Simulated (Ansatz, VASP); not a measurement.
## Si in VASP and in Ansatz

File INCAR:

```
PREC = Accurate
ENCUT = 520
EDIFF = 1E-7
ISMEAR = 0
SIGMA = 0.03
LREAL = False
LASPH = True
NELM = 100
ALGO = Normal
ISIF = 2
LWAVE = False
LCHARG = False
NBANDS = 16
```

KPOINTS

```
Automatic mesh
0
Gamma
  12 12 6
```

POSCAR

```
Si
1.0
    3.7069260869      0.0000000000      0.0000000000
   -1.8534630435      3.3749225285      0.0000000000
    0.0000000000      0.0000000000      6.2891202194
Si
4
Direct
    0.3333333333      0.6666666667      0.0630332926
    0.6666666667      0.3333333333      0.5630332926
    0.3333333333      0.6666666667      0.4369667074
    0.6666666667      0.3333333333      0.9369667074
```

Input for Ansatz:

```yaml
crystal:
  lattice:
    - [3.7069260869, 0.0, 0.0]
    - [-1.8534630435, 3.3749225285, 0.0]
    - [0.0, 0.0, 6.2891202194]
  atoms:
    - { symbol: Si, position: [0.3333333333, 0.6666666667, 0.0630332926] }
    - { symbol: Si, position: [0.6666666667, 0.3333333333, 0.5630332926] }
    - { symbol: Si, position: [0.3333333333, 0.6666666667, 0.4369667074] }
    - { symbol: Si, position: [0.6666666667, 0.3333333333, 0.9369667074] }
basis:
  ecutwfc: 420
kpoints:
  mp_grid: { grid: [12, 12, 6] }
hamiltonian:
  xc: lda
scf:
  occupations: { method: gaussian, width: 0.03 }
output:
  forces: true
  stress: true
  eigenvalues: true
```

Change from the starting cell: strain -0.0250 x Voigt [1, -1, 0, 0, 0, 0], atoms carried along.

Alike in both runs: task single point; functional LDA; k mesh 12 × 12 × 6; occupations gaussian, width 0.03 eV; no spin polarisation.

|  | VASP | Ansatz |
| --- | --- | --- |
| version | VASP 6.6.1 | Ansatz 0.2.0 |
| potentials or method | VASP PAW LDA potentials, release 64 (Si), cutoff 520 eV | scalar-relativistic, plane waves, PAW |
| valence electrons in the cell | 16 | 16 |

Ansatz gave:

| Item | Value |
| --- | --- |
| gap on the k mesh at the Fermi level (eV) | none |
| pressure (GPa) | 0.2 |
| traceless stress, the component that is largest in VASP (GPa) | 4.49 |
| rms of the force components (eV/Å) | 0.222 |

Problem. Estimate VASP's values.

Solution. gap on the k mesh at the Fermi level (eV): none; pressure (GPa): 0.3; traceless stress, the component that is largest in VASP (GPa): 4.52; rms of the force components (eV/Å): 0.223.

LDA's correlation is that of Perdew and Zunger in VASP and of Perdew and Wang (1992) in Ansatz. Atom by atom the forces differ by 0.001 eV/Å (rms over components). A gap of «none» marks a metal or a gap that the smearing closes.
